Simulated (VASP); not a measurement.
Write the native input for VASP 6.6.1 that does the following.

* Task: relaxation of cell and atoms
* Functional: PBE
* Potentials or basis: VASP PAW PBE potentials, release 64 (Ru_pv, Pt)
* Cutoff: 600 eV
* k mesh: 18 × 18 × 18
* Occupations: gaussian, width 0.1 eV
* Spin: no spin polarisation
* Dipole correction: no
* Further INCAR settings: ALGO = Fast; EDIFF = 1e-07; IBRION = 2; EDIFFG = -0.01; NSW = 100; ISIF = 3

The structure of Ru2Pt lies in POSCAR:

```
Ru2Pt
1.0
   -1.3604935859      1.3604935859      5.8271693660
    1.3604935859     -1.3604935859      5.8271693660
    1.3604935859      1.3604935859     -5.8271693660
Ru Pt
2 1
Direct
    0.3253320385      0.3253320385      0.0000000000
    0.6746679615      0.6746679615      0.0000000000
    0.0000000000      0.0000000000      0.0000000000
```

These files were run (other wordings do the same):

INCAR

```
PREC = Accurate
ENCUT = 600
EDIFF = 1E-7
ISMEAR = 0
SIGMA = 0.1
LREAL = False
LASPH = True
NELM = 60
ALGO = Fast
ISIF = 3
LWAVE = False
LCHARG = False
GGA = PE
IBRION = 2
NSW = 100
EDIFFG = -0.01
```

KPOINTS

```
regular mesh
0
Gamma
  18 18 18
```

Potentials or basis: VASP PAW PBE potentials, release 64 (Ru_pv, Pt).

Run with:

```sh
$ cat potpaw_PBE.64/Ru_pv/POTCAR potpaw_PBE.64/Pt/POTCAR > POTCAR
$ mpirun -np 1 vasp_std > vasp.out
```

It gave:

- Relaxed volume: 14.39 Å³/atom
- Relaxed cell: a = 6.139 Å, b = 6.139 Å, c = 6.139 Å, α = 154.39°, β = 154.39°, γ = 36.54°
- Space group after relaxing (to 0.1 Å): I4/mmm (No. 139)
- Energy gained by relaxing: 0.0 meV/atom
- Ionic steps: 2
- Pressure after relaxing: -0.1 GPa
- Largest force after relaxing: 0.007 eV/Å
- Band gap on the k mesh: zero (bands 19 and 20 overlap by 2.39 eV)

Caveat: spin-orbit coupling is left out, which moves the levels of the heavy elements.

Run time: 83 min on 1 thread of Oxide Virtual Turin-like Processor, on a shared host, peak memory 0.78 GiB.
